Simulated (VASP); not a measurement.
# AlN (Fm-3m) in VASP: a series of runs

The runs below take AlN through relaxation of cell and atoms, single point, with PBEsol.

All numbers are computed with VASP 6.6.1; they aren't measurements. Logs are shortened: lines on timing, memory, paths and dates and some standing lists are left out, and cuts for length are marked.

## 1. The cell of the first run

The structure is cubic, space group Fm-3m (No. 225). Conventional cell: a = 3.833 Å, b = 3.833 Å, c = 3.833 Å, α = 90.00°, β = 90.00°, γ = 90.00°. Al (site symmetry m-3m) has 6 N at 1.92 Å within 2.5 Å. N (site symmetry m-3m) has 6 Al at 1.92 Å within 2.5 Å.

## 2. Relaxation of cell and atoms, PBEsol

The input, INCAR:

```
ALGO = Normal ; EDIFF = 1E-6
EDIFFG = -0.01 ; ENCUT = 600
GGA = PS ; IBRION = 2
ISIF = 3 ; ISMEAR = -1
LASPH = T ; LCHARG = F
LREAL = F ; LWAVE = F
NELM = 60 ; NSW = 100
PREC = Accurate ; SIGMA = 0.03
```

The input, KPOINTS:

```
k-points
0
Gamma
  10 10 10
```

The input, POSCAR:

```
AlN
1.0
    0.0000000000      1.9166910000      1.9166910000
    1.9166910000      0.0000000000      1.9166910000
    1.9166910000      1.9166910000      0.0000000000
Al N
1 1
Direct
    0.0000000000      0.0000000000      0.0000000000
    0.5000000000      0.5000000000      0.5000000000
```

Potentials or basis: VASP PAW PBE potentials, release 64 (Al, N).

Started as:

```sh
cat potpaw_PBE.64/Al/POTCAR potpaw_PBE.64/N/POTCAR > POTCAR
mpirun -np 1 vasp_std > vasp.out
```

OUTCAR:

```text
EDIFF = 1E-6
   EDIFFG = -0.01
   ENCUT = 600
   GGA = PS
   IBRION = 2
   ISIF = 3
   ISMEAR = -1
   LASPH = T
   LREAL = F
   NELM = 60
   NSW = 100
   PREC = Accurate

 ion  position               nearest neighbor table
   1  0.000  0.000  0.000-   2 1.92   2 1.92   2 1.92   2 1.92   2 1.92   2 1.92
   2  0.500  0.500  0.500-   1 1.92   1 1.92   1 1.92   1 1.92   1 1.92   1 1.92

  LATTYP: Found a face centered cubic cell.
 ALAT       =     3.8333820000

  Lattice vectors:

 A1 = (   0.0000000000,   1.9166910000,   1.9166910000)
 A2 = (   1.9166910000,   0.0000000000,   1.9166910000)
 A3 = (   1.9166910000,   1.9166910000,   0.0000000000)

Analysis of symmetry for initial positions (statically):
=====================================================================
 Subroutine PRICEL returns:
 Original cell was already a primitive cell.

 Routine SETGRP: Setting up the symmetry group for a
 face centered cubic supercell.

 Subroutine GETGRP returns: Found 48 space group operations
 (whereof 48 operations were pure point group operations)
 out of a pool of 48 trial point group operations.

The static configuration has the point symmetry O_h .

Analysis of symmetry for dynamics (positions and initial velocities):
=====================================================================
 Subroutine PRICEL returns:
 Original cell was already a primitive cell.

 Routine SETGRP: Setting up the symmetry group for a
 face centered cubic supercell.

 Subroutine GETGRP returns: Found 48 space group operations
 (whereof 48 operations were pure point group operations)
 out of a pool of 48 trial point group operations.

The dynamic configuration has the point symmetry O_h .

 Subroutine INISYM returns: Found 48 space group operations
 (whereof 48 operations are pure point group operations),
 and found     1 'primitive' translations

----------------------------------------------------------------------------------------

                                     Primitive cell

  volume of cell :      14.0827

  direct lattice vectors                    reciprocal lattice vectors
     0.000000000  1.916691000  1.916691000    -0.260866253  0.260866253  0.260866253
     1.916691000  0.000000000  1.916691000     0.260866253 -0.260866253  0.260866253
     1.916691000  1.916691000  0.000000000     0.260866253  0.260866253 -0.260866253

  length of vectors
     2.710610407  2.710610407  2.710610407     0.451833605  0.451833605  0.451833605

[... 102 lines left out ...]
  Fermi-wavevector in a.u.,A,eV,Ry     =   1.355843  2.562172 25.011728  1.838310
  Thomas-Fermi vector in A             =   2.482896
   LORBIT       =      0    0 simple, 1 ext, 2 COOP (PROOUT), +10 PAW based schemes
   GGA     = PS    functional components
   LHFCALC =     F    Hartree Fock is set to
   AEXX    =    0.0000 exact exchange contribution
   IVDW    =     0    specifies the selected vdW correction
   LEPSILON=     F    determine dielectric tensor
   LRPA    =     F    only Hartree local field effects (RPA)
 conjugate gradient relaxation of ions
 non-spin polarized calculation
  energy-cutoff  :      600.00
  volume of cell :       14.08
 maximum number of plane-waves:       495
 NGX is ok and might be reduce to    24

--------------------------------------- Ionic step        1  -------------------------------------------

 number of electron       8.0000000 magnetization

 Free energy of the ion-electron system (eV)
  ---------------------------------------------------
  ext. energy  EPLUGINS =         0.00000000
  ---------------------------------------------------
  free energy    TOTEN  =       -15.05605301 eV

  energy without entropy =      -15.05605301  energy(sigma->0) =      -15.05605301

------------------------ aborting loop because EDIFF is reached ----------------------------------------

  FORCE on cell =-STRESS in cart. coord.  units (eV):
  Direction    XX          YY          ZZ          XY          YZ          ZX
  --------------------------------------------------------------------------------------
  -------------------------------------------------------------------------------------
  Total        5.1151798      5.1151798      5.1151798      0.0000000      0.0000000      0.0000000
  in kB      581.9493348    581.9493348    581.9493348      0.0000000      0.0000000      0.0000000
  external PRESSURE =     581.9493348 kB  Pullay stress =       0.0000000 kB
[... 23 lines left out ...]
--------------------------------------- Ionic step        2  -------------------------------------------

 number of electron       7.9999999 magnetization

 E-fermi :   8.1784     XC(G=0): -11.5908

 val. band max:        7.6183763355   @ k =   0.0000   0.0000   0.0000
 cond. band min:      10.5175152487   @ k =   0.5000   0.5000   0.0000
 fundamental gap:      2.8991389131
 Fermi energy:         8.1784043597

 k-point     1 :       0.0000    0.0000    0.0000
  band No.  band energies     occupation
      1      -8.3354      2.00000
      2       7.6184      2.00000
      3       7.6184      2.00000
      4       7.6184      2.00000
      5      10.8226      0.00000
      6      19.0342      0.00000
      7      19.0342      0.00000
      8      19.0342      0.00000
[... 318 lines left out ...]
  FREE ENERGIE OF THE ION-ELECTRON SYSTEM (eV)
  ---------------------------------------------------
  free  energy   TOTEN  =       -15.4468090186 eV

  energy  without entropy=      -15.4468090185  energy(sigma->0) =      -15.44680902

[... ionic steps 4 to 14 ...]

--------------------------------------- Ionic step       15  -------------------------------------------

 number of electron       7.9999999 magnetization

------------------------ aborting loop because EDIFF is reached ----------------------------------------
[... 67 lines left out ...]
--------------------------------------- Ionic step       17  -------------------------------------------

 number of electron       7.9999999 magnetization

 Free energy of the ion-electron system (eV)
  ---------------------------------------------------
  ext. energy  EPLUGINS =         0.00000000
  ---------------------------------------------------
  free energy    TOTEN  =       -15.44722165 eV

  energy without entropy =      -15.44722165  energy(sigma->0) =      -15.44722165

 E-fermi :  10.4483     XC(G=0): -12.4498

 val. band max:        9.8794144486   @ k =   0.0000   0.0000   0.0000
 cond. band min:      14.4289164780   @ k =   0.5000   0.5000   0.0000
 fundamental gap:      4.5495020294
 Fermi energy:        10.4483412417

 k-point     1 :       0.0000    0.0000    0.0000
  band No.  band energies     occupation
      1      -7.6658      2.00000
      2       9.8794      2.00000
      3       9.8794      2.00000
      4       9.8794      2.00000
      5      15.5411      0.00000
      6      21.9036      0.00000
      7      21.9036      0.00000
      8      21.9036      0.00000
[... 282 lines left out ...]
  FREE ENERGIE OF THE ION-ELECTRON SYSTEM (eV)
  ---------------------------------------------------
  free  energy   TOTEN  =       -15.4472216479 eV

  energy  without entropy=      -15.4472216478  energy(sigma->0) =      -15.44722165

 reached required accuracy - stopping structural energy minimisation
```

OSZICAR:

```text
N       E                     dE             d eps       ncg     rms          rms(c)
DAV:   1     0.127109346326E+02    0.12711E+02   -0.47887E+03   768   0.992E+02
DAV:   2    -0.164651701801E+02   -0.29176E+02   -0.27623E+02   992   0.179E+02
DAV:   3    -0.168713882835E+02   -0.40622E+00   -0.40622E+00   888   0.255E+01
DAV:   4    -0.168722513478E+02   -0.86306E-03   -0.86306E-03  1088   0.108E+00
[... 84 lines left out ...]
  16 F= -.15447202E+02 E0= -.15447202E+02  d E =-.352499E-04
       N       E                     dE             d eps       ncg     rms          rms(c)
DAV:   1    -0.154472339167E+02   -0.31459E-04   -0.32313E-04   800   0.171E-01    0.243E-02
DAV:   2    -0.154472217776E+02    0.12139E-04   -0.59416E-05   840   0.557E-02    0.553E-03
DAV:   3    -0.154472216479E+02    0.12970E-06   -0.11569E-06   400   0.112E-02
  17 F= -.15447222E+02 E0= -.15447222E+02  d E =-.544671E-04
```

Wall time 17 s (1 thread of Intel Xeon 6975P-C (Granite Rapids), shared host); peak memory 0.14 GiB.

Results:

```yaml
Free_energy: -15.4472 eV
Relaxed_volume: 8.27 Å³/atom
Relaxed_cell: a = 2.860 Å, b = 2.860 Å, c = 2.860 Å, α = 60.00°, β = 60.00°, γ = 60.00°
Space_group_after_relaxing_to_0.05_Å: Fm-3m (No. 225)
Energy_gained_by_relaxing: 195.6 meV/atom
Ionic_steps: 17
Pressure_after_relaxing: 0.1 GPa
Band_gap_on_the_k_mesh: 4.55 eV, indirect (least direct gap 5.66 eV)
```

Step by step:
```csv
step,energy change (eV),largest force (eV/Å),pressure (GPa),volume (Å³)
1,0.0000,0.0000,58.19,14.08
2,0.0341,0.0000,-34.13,19.97
3,-0.3908,0.0000,-1.46,16.64
4,-0.3912,0.0000,-0.23,16.56
5,-0.3911,0.0000,0.60,16.51
6,-0.3911,0.0000,0.59,16.51
7,-0.3911,0.0000,0.56,16.51
8,-0.3911,0.0000,0.55,16.51
9,-0.3911,0.0000,0.55,16.51
10,-0.3911,0.0000,0.55,16.51
11,-0.3911,0.0000,0.55,16.51
12,-0.3911,0.0000,0.54,16.51
13,-0.3911,0.0000,0.53,16.51
14,-0.3911,0.0000,0.51,16.51
15,-0.3911,0.0000,0.46,16.52
16,-0.3911,0.0000,0.35,16.52
17,-0.3912,0.0000,0.15,16.53
```

Final structure:
```
CELL_PARAMETERS angstrom
0.00000 2.02201 2.02201
2.02201 0.00000 2.02201
2.02201 2.02201 0.00000
ATOMIC_POSITIONS crystal
Al 0.00000 0.00000 0.00000
N 0.50000 0.50000 0.50000
```

Caveat: the volume moved by over 15 % at a fixed basis, so the end points are rough; the PAW data sets were made with another functional, which shifts forces and pressure a little.

## 3. Single point, PBEsol

This run uses another cell than the first one: it holds 16 atoms, not 2.

The input, INCAR:

```
ALGO     = Normal         # electronic algorithm
EDIFF    = 1E-6           # SCF threshold, eV
ENCUT    = 520            # plane-wave cutoff, eV
GGA      = PS             # functional
ISIF     = 2              # what is computed and relaxed
ISMEAR   = -1             # smearing method
LASPH    = True           # aspherical terms in the spheres
LCHARG   = True           # write CHGCAR
LELF     = True           # ELF
LREAL    = Auto         
LVHAR    = True         
LWAVE    = False          # write WAVECAR
NBANDS   = 46             # bands
NELM     = 60             # most SCF steps
PREC     = Accurate       # precision mode
SIGMA    = 0.05           # smearing width, eV
```

The input, KPOINTS:

```
k-points
0
Gamma
  4 4 4
```

The input, POSCAR:

```
AlN
1.0
    0.0000055018      4.0451848062      4.0452074454
    4.0452316441      0.0000136205      4.0451991954
    4.0452282370      4.0451733147      0.0000170037
Al N
8 8
Direct
    0.0020095788      0.0023737976     -0.0041723421
    0.0020100113      0.0023741072      0.4958268922
    0.0020097819      0.5023745641     -0.0041730045
    0.0020103430      0.5023744898      0.4958262381
    0.5020104031      0.0023737994     -0.0041728554
    0.5020103268      0.0023745939      0.4958261213
    0.5020105533      0.5023740069     -0.0041727628
    0.5020104177      0.5023741098      0.4958261865
    0.2520114656      0.2523742181      0.2458248618
    0.2520116052      0.2523748642      0.7458256810
    0.2520126975      0.7523740972      0.2458252759
    0.2520117203      0.7523752696      0.7458253616
    0.7520108974      0.2523748359      0.2458253975
    0.7520108103      0.2523750617      0.7458251353
    0.7520103744      0.7523742185      0.2458258673
    0.7520118584      0.7523750173      0.7458248586
```

Potentials or basis: VASP PAW PBE potentials, release 64 (Al, N).

Started as:

```sh
cat potpaw_PBE.64/Al/POTCAR potpaw_PBE.64/N/POTCAR > POTCAR
mpirun -np 1 vasp_std > vasp.out
```

Wall time 60 s (1 thread of Intel Xeon 6975P-C (Granite Rapids), shared host); peak memory 0.31 GiB.

The run converged. Its results:

```yaml
Free_energy: -123.5901 eV
Pressure: -0.1 GPa
Band_gap_on_the_k_mesh: 4.54 eV
```

Levels at points of the mesh, in eV from the valence-band top:
```tsv
k point	band 29	band 30	band 31	band 32	band 33	band 34	band 35	band 36
(0.00, 0.00, 0.00)	-1.09	0.00	0.00	0.00	4.54	4.54	4.54	5.14
(0.50, 0.00, 0.00)	-0.60	-0.60	-0.59	-0.59	6.47	6.47	6.47	6.47
(0.50, 0.50, 0.00)	-1.14	-1.14	-1.14	-1.14	7.32	7.32	7.67	7.67
```

Caveat: the PAW data sets were made with another functional, which shifts forces and pressure a little. As with any semilocal functional, this PBEsol gap is likely too small.
